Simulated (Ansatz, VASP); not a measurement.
## Two plane-wave programs on AlPdC4N4

```
Al Pd C N
1.0
     5.84363    0.00000    0.00000
     0.00000    5.84363    0.00000
     0.00000    0.00000    5.84363
Al Pd C N
1 1 4 4
Direct
  0.50000 0.50000 0.50000
  0.00000 0.00000 0.00000
  0.20176 0.20176 0.20176
  0.20176 0.79824 0.79824
  0.79824 0.20176 0.79824
  0.79824 0.79824 0.20176
  0.31801 0.31801 0.31801
  0.31801 0.68199 0.68199
  0.68199 0.31801 0.68199
  0.68199 0.68199 0.31801
```

Alike in both runs: functional PBE; k mesh 6 × 6 × 6; occupations gaussian, width 0.1 eV; collinear spin.

Ansatz relaxed the structure, and its values are those at the end. VASP's run is a single point on that final structure, the one shown.

```csv
,VASP,Ansatz
version,VASP 6.6.1,Ansatz 0.2.0
potentials or method,"VASP PAW PBE potentials, release 64 (Al, Pd, C, N), cutoff 520 eV","scalar-relativistic, plane waves, PAW"
valence electrons in the cell,49,57
```

VASP gave:

- gap on the k mesh at the Fermi level (eV): none
- pressure (GPa): 0.3
- rms of the force components (eV/Å): 0.183
- net moment per atom (μB): 0.10
- size of the moment on the site where the two differ most (μB): 0.58

Task: What did Ansatz give for the same quantities?

Result: gap on the k mesh at the Fermi level (eV): none; pressure (GPa): 0.0; rms of the force components (eV/Å): 0.000; net moment per atom (μB): 0.10; size of the moment on the site where the two differ most (μB): 0.44.

Site moments also hang on the region over which each program counts them. A gap of «none» marks a metal or a gap that the smearing closes. One of these differences is far larger than is usual between the two programs; its cause wasn't traced. VASP's potentials hold 49 valence electrons a cell and Ansatz's 57, so a difference there can come from the potentials and not from the codes.

Noted on VASP's run: the standard files for N, O and F lose accuracy on very short bonds.
